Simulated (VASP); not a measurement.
Set up this calculation in VASP 6.6.1, as the native input.

| Item | Value |
| --- | --- |
| Task | electric field gradients |
| Functional | LDA |
| Potentials or basis | VASP PAW LDA potentials, release 64 (Sb) |
| Cutoff | 520 eV |
| k mesh | 12 × 12 × 12 |
| Occupations | fermi-dirac, width 0.05 eV |
| Spin | no spin polarisation |
| Dipole correction | no |
| Further INCAR settings | ALGO = Normal; EDIFF = 1e-08; NBANDS = 8 |

The structure of Sb lies in POSCAR:

```
Sb
1.0
    0.0000000000      2.3050000000      2.3050000000
    2.3050000000      0.0000000000      2.3050000000
    2.3050000000      2.3050000000      0.0000000000
Sb
1
Direct
    0.0000000000      0.0000000000      0.0000000000
```

The input as run:

INCAR

```
SYSTEM = Sb
PREC = Accurate
ENCUT = 520
EDIFF = 1E-8
ISMEAR = -1
SIGMA = 0.05
LREAL = .False.
LASPH = .True.
NELM = 80
ALGO = Normal
ISIF = 2
LWAVE = .False.
LCHARG = .False.
GGA = CA
LEFG = .True.
NBANDS = 8
```

KPOINTS

```
regular mesh
0
Gamma
  12 12 12
  0 0 0
```

Potentials or basis: VASP PAW LDA potentials, release 64 (Sb).

Run with:

```bash
$ cat potpaw_LDA.64/Sb/POTCAR > POTCAR
$ mpirun -np 1 vasp_std > vasp.out
```

Results of the run:

```yaml
Pressure: 4.0 GPa
```

Caveat: without QUAD_EFG the Cq values of the log hold for a quadrupole moment of 1 mb, not for the nuclei.

Run time: 8 s on 1 thread of AMD EPYC 7R13 Processor (Zen 3), on a shared host, peak memory 0.1 GiB.
